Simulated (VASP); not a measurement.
Set up this calculation in VASP 6.6.1, as the native input.

* Task: single point
* Functional: PBE-based screened hybrid with 20 % exact exchange
* Potentials or basis: VASP PAW PBE potentials, release 64 (B, N)
* Cutoff: 520 eV
* k mesh: 6 × 6 × 6
* Occupations: gaussian, width 0.01 eV
* Spin: no spin polarisation
* Dipole correction: no
* Grid for exact exchange (PRECFOCK): Normal
* Share of exact exchange: 0.2
* Further INCAR settings: ALGO = Normal; EDIFF = 1e-06; NBANDS = 11
* Screening parameter: 0.5 1/Å

BN:

```
B N
1.0
     0.00000    1.80482    1.80482
     1.80482    0.00000    1.80482
     1.80482    1.80482    0.00000
B N
1 1
Direct
  0.00000 0.00000 0.00000
  0.25000 0.25000 0.25000
```

These files were run (other wordings do the same):

POSCAR

```
BN
1.0
    0.0000000000      1.8048245542      1.8048245542
    1.8048245542      0.0000000000      1.8048245542
    1.8048245542      1.8048245542      0.0000000000
B N
1 1
Direct
    0.0000000000      0.0000000000      0.0000000000
    0.2500000000      0.2500000000      0.2500000000
```

INCAR.step1

```
  PREC = Accurate
  ENCUT = 520
  EDIFF = 1E-5
  ISMEAR = 0
  SIGMA = 0.01
  LREAL = False
  LASPH = True
  NELM = 80
  ALGO = Normal
  ISIF = 2
  LWAVE = True
  LCHARG = False
  GGA = PE
  NBANDS = 11
```

INCAR.step2

```
  PREC = Accurate
  ENCUT = 520
  EDIFF = 1E-6
  ISMEAR = 0
  SIGMA = 0.01
  LREAL = False
  LASPH = True
  NELM = 80
  ALGO = Normal
  ISIF = 2
  LWAVE = False
  LCHARG = False
  GGA = PE
  LHFCALC = True
  AEXX = 0.2
  HFSCREEN = 0.5
  PRECFOCK = Normal
  ISTART = 1
  NBANDS = 11
```

KPOINTS

```
regular mesh
0
Gamma
  6 6 6
```

Potentials or basis: VASP PAW PBE potentials, release 64 (B, N).

The run is started by

```console
$ cat potpaw_PBE.64/B/POTCAR potpaw_PBE.64/N/POTCAR > POTCAR
$ cp INCAR.step1 INCAR
$ mpirun -np 1 vasp_std > vasp.out
$ cp INCAR.step2 INCAR
$ mpirun -np 1 vasp_std > vasp.out
```

It gave:

```yaml
Pressure: -1.0 GPa
Band_gap_on_the_k_mesh: 5.03 eV (least direct gap 9.67 eV)
```

Caveat: the k points lie up to 0.50 Å⁻¹ apart; the PAW data sets were made with another functional, which shifts forces and pressure a little.

Run time: 81 s on 1 thread of Intel(R) Xeon(R) 6975P-C (Granite Rapids) (shared host), peak memory 0.22 GiB.
